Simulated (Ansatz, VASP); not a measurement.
**One calculation of Pt, two programs**

File INCAR:

```
SYSTEM = Pt
PREC = Accurate
ENCUT = 520
EDIFF = 1E-7
ISMEAR = 0
SIGMA = 0.1
LREAL = .FALSE.
LASPH = .TRUE.
NELM = 80
ALGO = Normal
ISIF = 2
LWAVE = .FALSE.
LCHARG = .TRUE.
GGA = PS
LELF = .TRUE.
LVHAR = .TRUE.
NBANDS = 28
```

KPOINTS

```
regular mesh
0
G
  6 6 4
  0 0 0
```

File POSCAR:

```
Pt
1.0
    3.5578603427      0.0000000000      0.0000000000
   -1.7789301714      3.0811974399      0.0000000000
    0.0000000000      0.0000000000      5.8704695655
Pt
4
Direct
    0.3333333333      0.6666666667      0.4375000000
    0.6666666667      0.3333333333      0.9375000000
    0.6666666667      0.3333333333      0.5625000000
    0.3333333333      0.6666666667      0.0625000000
```

Input for Ansatz:

```yaml
crystal:
  lattice:
    - [3.5578603427, 0.0, 0.0]
    - [-1.7789301714, 3.0811974399, 0.0]
    - [0.0, 0.0, 5.8704695655]
  atoms:
    - { symbol: Pt, position: [0.3333333333, 0.6666666667, 0.4375] }
    - { symbol: Pt, position: [0.6666666667, 0.3333333333, 0.9375] }
    - { symbol: Pt, position: [0.6666666667, 0.3333333333, 0.5625] }
    - { symbol: Pt, position: [0.3333333333, 0.6666666667, 0.0625] }
basis:
  ecutwfc: 420
kpoints:
  mp_grid: { grid: [6, 6, 4] }
hamiltonian:
  xc: pbesol
scf:
  occupations: { method: gaussian, width: 0.1 }
  lower_state_search: "off"
output:
  forces: true
  stress: true
  eigenvalues: true
```

Alike in both runs: task single point; functional PBEsol; k mesh 6 × 6 × 4; occupations gaussian, width 0.1 eV; no spin polarisation.

```csv
,VASP,Ansatz
version,VASP 6.6.1,Ansatz 0.2.0
potentials or method,"VASP PAW PBE potentials, release 64 (Pt), cutoff 520 eV","scalar-relativistic, plane waves, PAW"
valence electrons in the cell,40,72
```

|  | VASP | Ansatz | Ansatz less VASP |
| --- | --- | --- | --- |
| gap on the k mesh at the Fermi level (eV) | none | none | - |
| rms of the force components (eV/Å) | 0.487 | 0.508 | +0.0209 |

VASP's potentials were made for PBE, not for PBEsol. Atom by atom the forces differ by 0.021 eV/Å (rms over components). A gap of «none» marks a metal or a gap that the smearing closes. VASP's potentials hold 40 valence electrons a cell and Ansatz's 72, so a difference there can come from the potentials and not from the codes.

Neither program's run includes spin-orbit coupling.
